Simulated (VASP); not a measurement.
# SiC2 (P-3m1) in VASP: notebook, part 2 of 2

VASP 6.6.1. The steps go on from the part before.

### Step 4. Single point, PBE

The input, INCAR:

```
SYSTEM = SiC2
PREC = Accurate
ENCUT = 520
EDIFF = 1E-6
ISMEAR = 0
SIGMA = 0.1
LREAL = .False.
LASPH = .True.
NELM = 100
ALGO = Normal
ISIF = 2
LWAVE = .False.
LCHARG = .False.
GGA = PE
NBANDS = 21
```

The input, KPOINTS:

```
regular mesh
0
Gamma
  6 6 4
  0 0 0
```

The input, POSCAR:

```
SiC2
1.0
    2.9496766788      0.0000000000      0.0000000000
   -1.4748383394      2.5544949368      0.0000000000
    0.0000000000      0.0000000000      7.2627850648
Si C
2 4
Direct
    0.3333333333      0.6666666667      0.2961550592
    0.6666666667      0.3333333333      0.7038449408
    0.0000000000      0.0000000000      0.6103377985
    0.6666666667      0.3333333333      0.9652317199
    0.0000000000      0.0000000000      0.3896622015
    0.3333333333      0.6666666667      0.0347682801
```

Potentials or basis: VASP PAW PBE potentials, release 64 (Si, C).

The run is started by

```console
> cat potpaw_PBE.64/Si/POTCAR potpaw_PBE.64/C/POTCAR > POTCAR
> mpirun -np 1 vasp_std > vasp.out
```

OUTCAR:

```text
SYSTEM = SiC2
   PREC = Accurate
   ENCUT = 520
   EDIFF = 1E-6
   ISMEAR = 0
   LREAL = .False.
   LASPH = .True.
   NELM = 100
   ISIF = 2
   GGA = PE

 ion  position               nearest neighbor table
   1  0.333  0.667  0.296-   5 1.83   5 1.83   5 1.83   6 1.90
   2  0.667  0.333  0.704-   3 1.83   3 1.83   3 1.83   4 1.90
   3  0.000  0.000  0.610-   5 1.60   2 1.83   2 1.83   2 1.83
   4  0.667  0.333  0.965-   6 1.78   6 1.78   6 1.78   2 1.90
   5  0.000  0.000  0.390-   3 1.60   1 1.83   1 1.83   1 1.83
   6  0.333  0.667  0.035-   4 1.78   4 1.78   4 1.78   1 1.90

[... 780 lines left out ...]
  -------------------------------------------------------------------------------------
  Total       -0.1274820     -0.1274820     -0.0936255      0.0000000      0.0000000      0.0000000
  in kB       -3.7323021     -3.7323021     -2.7410819      0.0000000      0.0000000      0.0000000
  external PRESSURE =      -3.4018954 kB  Pullay stress =       0.0000000 kB

 VOLUME and BASIS-vectors are now :
 -----------------------------------------------------------------------------
  energy-cutoff  :      520.00
  volume of cell :       54.72
      direct lattice vectors                 reciprocal lattice vectors
     2.949676679  0.000000000  0.000000000     0.339020208  0.195733408  0.000000000
    -1.474838339  2.554494937  0.000000000     0.000000000  0.391466816  0.000000000
     0.000000000  0.000000000  7.262785065     0.000000000  0.000000000  0.137688227

 POSITION                                       TOTAL-FORCE (eV/Angst)
 -----------------------------------------------------------------------------------
     -0.00000      1.70300      2.15091         0.000000      0.000000      0.005588
      1.47484      0.85150      5.11187        -0.000000     -0.000000     -0.005588
      0.00000      0.00000      4.43275         0.000000      0.000000      0.028737
      1.47484      0.85150      7.01027        -0.000000      0.000000      0.002482
      0.00000      0.00000      2.83003        -0.000000      0.000000     -0.028737
     -0.00000      1.70300      0.25251         0.000000      0.000000     -0.002482
 -----------------------------------------------------------------------------------
    total drift:                               -0.000000     -0.000000      0.000000

  FREE ENERGIE OF THE ION-ELECTRON SYSTEM (eV)
  ---------------------------------------------------
  free  energy   TOTEN  =       -45.0882621747 eV

  energy  without entropy=      -45.0882621747  energy(sigma->0) =      -45.08826217
```

OSZICAR:

```text
N       E                     dE             d eps       ncg     rms          rms(c)
DAV:   1     0.516590068925E+02    0.51659E+02   -0.11654E+04  1008   0.105E+03
DAV:   2    -0.441230967290E+02   -0.95782E+02   -0.90729E+02  1282   0.189E+02
DAV:   3    -0.487351961949E+02   -0.46121E+01   -0.45827E+01  1313   0.382E+01
DAV:   4    -0.487798482346E+02   -0.44652E-01   -0.44622E-01  1349   0.425E+00
DAV:   5    -0.487801893240E+02   -0.34109E-03   -0.34106E-03  1292   0.368E-01    0.133E+01
DAV:   6    -0.453463938474E+02    0.34338E+01   -0.64090E+00  1173   0.150E+01    0.652E+00
DAV:   7    -0.451211904318E+02    0.22520E+00   -0.20880E+00  1323   0.784E+00    0.281E+00
DAV:   8    -0.450898192553E+02    0.31371E-01   -0.15488E-01  1232   0.238E+00    0.738E-01
DAV:   9    -0.450878869385E+02    0.19323E-02   -0.34452E-02  1341   0.130E+00    0.166E-01
DAV:  10    -0.450881266926E+02   -0.23975E-03   -0.35993E-03  1282   0.374E-01    0.736E-02
DAV:  11    -0.450882633005E+02   -0.13661E-03   -0.36527E-04  1318   0.115E-01    0.374E-02
DAV:  12    -0.450882589956E+02    0.43049E-05   -0.83374E-05  1287   0.478E-02    0.890E-03
DAV:  13    -0.450882620153E+02   -0.30197E-05   -0.78707E-06  1261   0.176E-02    0.376E-03
DAV:  14    -0.450882621747E+02   -0.15937E-06   -0.37069E-07   789   0.489E-03
   1 F= -.45088262E+02 E0= -.45088262E+02  d E =-.625942E-12
```

It took 21 s on 1 thread of Intel Xeon Platinum 8259CL at 2.50GHz (Skylake/Cascade Lake), shared host; peak memory 0.18 GiB.

Results:

- Free energy: -45.0883 eV
- Pressure: -0.3 GPa
- Largest force: 0.029 eV/Å
- Band gap on the k mesh: 1.48 eV, indirect (least direct gap 1.91 eV)

Forces on the atoms (eV/Å):
```
Si   0.000  0.000  0.006
Si   0.000  0.000 -0.006
C    0.000  0.000  0.029
C    0.000  0.000  0.002
C    0.000  0.000 -0.029
C    0.000  0.000 -0.002
```

### Step 5. Relaxation of cell and atoms, PBE

The input, INCAR:

```
PREC = Accurate
ENCUT = 600
EDIFF = 1E-7
ISMEAR = 0
SIGMA = 0.1
LREAL = F
LASPH = T
NELM = 100
ALGO = Normal
ISIF = 3
LWAVE = F
LCHARG = F
GGA = PE
IBRION = 2
NSW = 90
EDIFFG = -0.04
```

The input, KPOINTS:

```
regular mesh
0
Gamma
  6 6 4
```

POSCAR is that of step 4.

The run is started by

```console
> cat potpaw_PBE.64/Si/POTCAR potpaw_PBE.64/C/POTCAR > POTCAR
> mpirun -np 1 vasp_std > vasp.out
```

It took 21 s on 1 thread of Intel Xeon Platinum 8259CL at 2.50GHz (Skylake/Cascade Lake), shared host; peak memory 0.18 GiB.

The run converged. Its results:

| Quantity | Value |
| --- | --- |
| Free energy | -45.0922 eV |
| Pressure after relaxing | -0.5 GPa |
| Largest force after relaxing | 0.025 eV/Å |
| Band gap on the k mesh | 1.48 eV, indirect (least direct gap 1.91 eV) |

Forces on the atoms (eV/Å):
```
Si   0.000  0.000  0.007
Si   0.000  0.000 -0.007
C    0.000  0.000  0.025
C    0.000  0.000  0.002
C    0.000  0.000 -0.025
C    0.000  0.000 -0.002
```

Stress tensor (GPa, compression positive):
```
-0.54  0.00  0.00
 0.00 -0.54  0.00
 0.00  0.00 -0.46
```

Final structure:
```
CELL_PARAMETERS angstrom
2.94968 0.00000 0.00000
-1.47484 2.55449 0.00000
0.00000 0.00000 7.26279
ATOMIC_POSITIONS crystal
Si 0.33333 0.66667 0.29616
Si 0.66667 0.33333 0.70385
C 0.00000 0.00000 0.61034
C 0.66667 0.33333 0.96523
C 0.00000 0.00000 0.38966
C 0.33333 0.66667 0.03477
```

Levels at points of the mesh, in eV from the valence-band top:
```
           k point  band 8  band 9  band 10  band 11  band 12  band 13  band 14  band 15  band 16
(0.00, 0.00, 0.00)   -2.60   -2.60    -0.74     0.00     0.00     1.91     3.50     3.50     3.93
(0.50, 0.00, 0.00)   -5.23   -4.57    -4.17    -4.00    -1.91     1.49     1.84     3.02     4.72
(0.00, 0.00, 0.50)   -2.54   -2.54    -2.47    -0.08    -0.08     2.02     3.63     3.63     4.15
(0.50, 0.00, 0.50)   -6.16   -5.09    -4.43    -2.78    -1.68     1.89     2.42     3.36     4.70
```

Caveat: the relaxation stopped at its first step, so nothing moved.

### Step 6. Single point, PBE

The input, INCAR:

```
SYSTEM = SiC2
PREC = Accurate ; ENCUT = 520
EDIFF = 1E-6 ; ISMEAR = 0
SIGMA = 0.1 ; LREAL = .False.
LASPH = .True. ; NELM = 60
ALGO = Normal ; ISIF = 2
LWAVE = .False. ; LCHARG = .False.
GGA = PE ; NBANDS = 21
```

The input, KPOINTS:

```
Automatic mesh
0
Gamma
  6 6 2
  0 0 0
```

POSCAR is that of step 5.

Potentials or basis: VASP PAW PBE potentials, release 64 (Si, C).

The run is started by

```console
> cat potpaw_PBE.64/Si/POTCAR potpaw_PBE.64/C/POTCAR > POTCAR
> mpirun -np 1 vasp_std > vasp.out
```

It took 7.5 s on 1 thread of Intel Xeon 6975P-C (Granite Rapids), shared host; peak memory 0.16 GiB.

The run converged. Its results:

```
Free energy            : -45.0869 eV
Pressure               : -0.3 GPa
Largest force          : 0.030 eV/Å
Band gap on the k mesh : 1.49 eV, indirect (least direct gap 1.91 eV)
```

Forces on the atoms (eV/Å):
```
Si   0.000  0.000  0.003
Si   0.000  0.000 -0.003
C    0.000  0.000  0.030
C    0.000  0.000 -0.005
C    0.000  0.000 -0.030
C    0.000  0.000  0.005
```

Levels at points of the mesh, in eV from the valence-band top:
```tsv
k point	band 9	band 10	band 11	band 12	band 13	band 14	band 15	band 16
(0.00, 0.00, 0.00)	-2.60	-0.74	0.00	0.00	1.91	3.51	3.51	3.93
(0.50, 0.00, 0.00)	-4.57	-4.17	-4.00	-1.91	1.49	1.84	3.02	4.72
(0.00, 0.00, 0.50)	-2.54	-2.47	-0.08	-0.08	2.02	3.63	3.63	4.15
(0.50, 0.00, 0.50)	-5.09	-4.43	-2.78	-1.68	1.89	2.42	3.36	4.70
```

Caveat: the k points lie up to 0.43 Å⁻¹ apart. A k mesh can miss the band edges.

### Step 7. The runs side by side

```tsv
task	cell	k mesh	cutoff (eV)	smearing	gap on the mesh (eV)	pressure (GPa)	largest force (eV/Å)
single point	a = 2.948, b = 2.948, c = 7.263 Å, angles 90.0, 90.0, 120.0°, 6 atoms	12 × 12 × 4	520	gaussian 0.02 eV	1.47	0.0	0.03
relaxation of cell and atoms	relaxed from a = 2.950, b = 2.950, c = 7.263 Å, angles 90.0, 90.0, 120.0°, 6 atoms	12 × 12 × 4	600	gaussian 0.02 eV	1.48	0.0	0.01
single point	a = 2.950, b = 2.950, c = 7.263 Å, angles 90.0, 90.0, 120.0°, 6 atoms	6 × 6 × 4	520	gaussian 0.1 eV	1.48	-0.3	0.03
relaxation of cell and atoms	relaxed from a = 2.950, b = 2.950, c = 7.263 Å, angles 90.0, 90.0, 120.0°, 6 atoms	6 × 6 × 4	600	gaussian 0.1 eV	1.48	-0.5	0.02
single point	a = 2.950, b = 2.950, c = 7.263 Å, angles 90.0, 90.0, 120.0°, 6 atoms	6 × 6 × 2	520	gaussian 0.1 eV	1.49	-0.3	0.03
```

Alike in all rows: level PBE; potentials or basis VASP PAW PBE potentials, release 64 (Si, C); no spin polarisation.

Caveats: some runs use coarse meshes; the relaxation stopped at its first step, so nothing moved (some runs).

Absolute energies hang on the potentials; compare differences alone.
